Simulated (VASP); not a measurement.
A run of VASP 6.6.1 is set up as follows.

The input INCAR:

```
SYSTEM = HfH2
  ALGO = Normal
  EDIFF = 1E-6
  ENCUT = 520
  GGA = PS
  ISIF = 2
  ISMEAR = 0
  LASPH = .TRUE.
  LCHARG = .FALSE.
  LREAL = .FALSE.
  LWAVE = .FALSE.
  NBANDS = 21
  NELM = 80
  PREC = Accurate
  SIGMA = 0.1
```

The input KPOINTS:

```
k-points
0
G
  10 10 8
  0 0 0
```

File POSCAR:

```
HfH2
1.0
    3.4556084819      0.0000000000      0.0000000000
    0.0000000000      3.4556084819      0.0000000000
    0.0000000000      0.0000000000      4.2800483705
Hf H
2 4
Direct
    0.0000000000      0.0000000000      0.0000000000
    0.5000000000      0.5000000000      0.5000000000
    0.0000000000      0.5000000000      0.2500000000
    0.5000000000      0.0000000000      0.2500000000
    0.5000000000      0.0000000000      0.7500000000
    0.0000000000      0.5000000000      0.7500000000
```

Potentials or basis: VASP PAW PBE potentials, release 64 (Hf_pv, H).

The run is started by

```sh
$ cat potpaw_PBE.64/Hf_pv/POTCAR potpaw_PBE.64/H/POTCAR > POTCAR
$ mpirun -np 1 vasp_std > vasp.out
```

Question: Estimate the band gap on the k mesh.

Answer: Zero (bands 12 and 13 overlap by 1.19 eV).

Question: Estimate the pressure.

Answer: -1.3 GPa.

Stress tensor (GPa, compression positive):
```
-0.81  0.00  0.00
 0.00 -0.81  0.00
 0.00  0.00 -2.32
```

Caveat: the cell differs from its parent crystal (uniaxial strain along c: +1.0 %); the PAW data sets were made with another functional, which shifts forces and pressure a little; spin-orbit coupling is left out, which moves the levels of the heavy elements.
